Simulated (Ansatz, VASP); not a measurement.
## BiS4 in VASP and in Ansatz

The input INCAR:

```
SYSTEM = BiS4
ALGO = Normal ; EDIFF = 1E-6
EDIFFG = -0.04 ; ENCUT = 600
GGA = PE ; IBRION = 2
ISIF = 3 ; ISMEAR = 0
LASPH = .TRUE. ; LCHARG = .FALSE.
LREAL = .FALSE. ; LWAVE = .FALSE.
NELM = 100 ; NSW = 90
PREC = Accurate ; SIGMA = 0.1
```

Contents of KPOINTS:

```
k-points
0
G
  4 4 4
  0 0 0
```

Contents of POSCAR:

```
BiS4
1.0
    4.8930052800      0.0000000000      0.0000000000
    0.0000000000      4.8930052800      0.0000000000
    0.0000000000      0.0000000000      4.8930052800
Bi S
1 4
Direct
    0.0000000000      0.0000000000      0.0000000000
    0.5000000000      0.5000000000      0.5000000000
    0.0000000000      0.5000000000      0.5000000000
    0.5000000000      0.0000000000      0.5000000000
    0.5000000000      0.5000000000      0.0000000000
```

Input for Ansatz:

```yaml
crystal:
  lattice:
    - [4.89300528, 0.0, 0.0]
    - [0.0, 4.89300528, 0.0]
    - [0.0, 0.0, 4.89300528]
  atoms:
    - { symbol: Bi, position: [0.0, 0.0, 0.0] }
    - { symbol: S, position: [0.5, 0.5, 0.5] }
    - { symbol: S, position: [0.0, 0.5, 0.5] }
    - { symbol: S, position: [0.5, 0.0, 0.5] }
    - { symbol: S, position: [0.5, 0.5, 0.0] }
basis:
  ecutwfc: 420
kpoints:
  mp_grid: { grid: [4, 4, 4] }
hamiltonian:
  xc: pbe
scf:
  occupations: { method: gaussian, width: 0.1 }
  lower_state_search: "off"
output:
  forces: true
  stress: true
  eigenvalues: true
relax:
  adjacent_minimum: "off"
  f_tol: 0.04
  max_steps: 70
  cell: { stress_tol: 0.4 }
```

Change from the starting cell: species swapped into the Mn4N type (Pm-3m, No. 221).

Alike in both runs: task relaxation of cell and atoms; functional PBE; k mesh 4 × 4 × 4; occupations gaussian, width 0.1 eV; no spin polarisation.

|  | VASP | Ansatz |
| --- | --- | --- |
| version | VASP 6.6.1 | Ansatz 0.2.0 |
| potentials or method | VASP PAW PBE potentials, release 64 (Bi_d, S), cutoff 600 eV | scalar-relativistic, plane waves, PAW |
| valence electrons in the cell | 39 | 39 |

```csv
,VASP,Ansatz,Ansatz less VASP
"gap on the k mesh at the Fermi level, each at its own relaxed structure (eV)",none,none,-
relaxed volume (Å³/atom),19.83,19.88,+0.053
relaxed length of the cell vector where the two differ most in proportion (Å),4.628,4.632,+0.0041
```

A gap of «none» marks a metal or a gap that the smearing closes.

Spin-orbit coupling is off throughout. Noted on VASP's run: the volume moved by over 15 % at a fixed basis, so the end points are rough.
